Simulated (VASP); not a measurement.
Here is a VASP 6.6.1 calculation.

The input INCAR:

```
ALGO     = Normal         # electronic algorithm
EDIFF    = 1E-6           # SCF threshold, eV
ENCUT    = 520            # plane-wave cutoff, eV
ISIF     = 2              # what is computed and relaxed
ISMEAR   = -1             # smearing method
ISPIN    = 2              # spin polarisation
LASPH    = True           # aspherical terms in the spheres
LCHARG   = False          # write CHGCAR
LORBIT   = 11             # projections on sites
LREAL    = False          # projectors in reciprocal space
LWAVE    = False          # write WAVECAR
MAGMOM   = 1 1            # initial moments
NBANDS   = 17             # bands
NELM     = 150            # most SCF steps
PREC     = Accurate       # precision mode
SIGMA    = 0.02           # smearing width, eV
```

Contents of KPOINTS:

```
k-points
0
Gamma
  1 1 1
```

File POSCAR:

```
O
1.0
    9.0000000000      0.0000000000      0.0000000000
    0.0000000000      9.5000000000      0.0000000000
    0.0000000000      0.0000000000     10.0000000000
O
2
Direct
    0.5000000000      0.5000000000      0.4400081589
    0.5000000000      0.5000000000      0.5599918411
```

Potentials or basis: VASP PAW LDA potentials, release 64 (O).

Run with:

```bash
$ cat potpaw_LDA.64/O/POTCAR > POTCAR
$ mpirun -np 1 vasp_gam > vasp.out
```

What does it give for the net moment?

2.00 μB per cell.

What does it give for the largest force?

1.784 eV/Å.

Forces in eV/Å, atoms in the order of the input:
```
O    0.000  0.000 -1.784
O    0.000  0.000  1.784
```

Caveat: the standard files for N, O and F lose accuracy on very short bonds.
